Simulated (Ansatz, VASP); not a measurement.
# Fe in VASP and in Ansatz

```
Fe
1.0
     2.41095    0.00000    0.00000
    -1.20548    2.08795    0.00000
     0.00000    0.00000    3.81302
Fe
2
Direct
  0.33333 0.66667 0.25000
  0.66667 0.33333 0.75000
```

Alike in both runs: task single point; functional RPBE; k mesh 16 × 16 × 9; occupations fermi-dirac, width 0.1 eV; no spin polarisation.

|  | VASP | Ansatz |
| --- | --- | --- |
| version | VASP 6.6.1 | Ansatz 0.2.0 |
| potentials or method | VASP PAW PBE potentials, release 64 (Fe), cutoff 520 eV | plane waves (420 eV) with PAW, scalar-relativistic |
| valence electrons in the cell | 16 | 32 |

```csv
,VASP,Ansatz,Ansatz less VASP
pressure (GPa),26.2,27.1,+0.95
"traceless stress, the component that is largest in VASP (GPa)",0.51,0.72,+0.208
```

VASP's potentials were made for PBE, not for RPBE. VASP's potentials hold 16 valence electrons a cell and Ansatz's 32, so a difference there can come from the potentials and not from the codes.
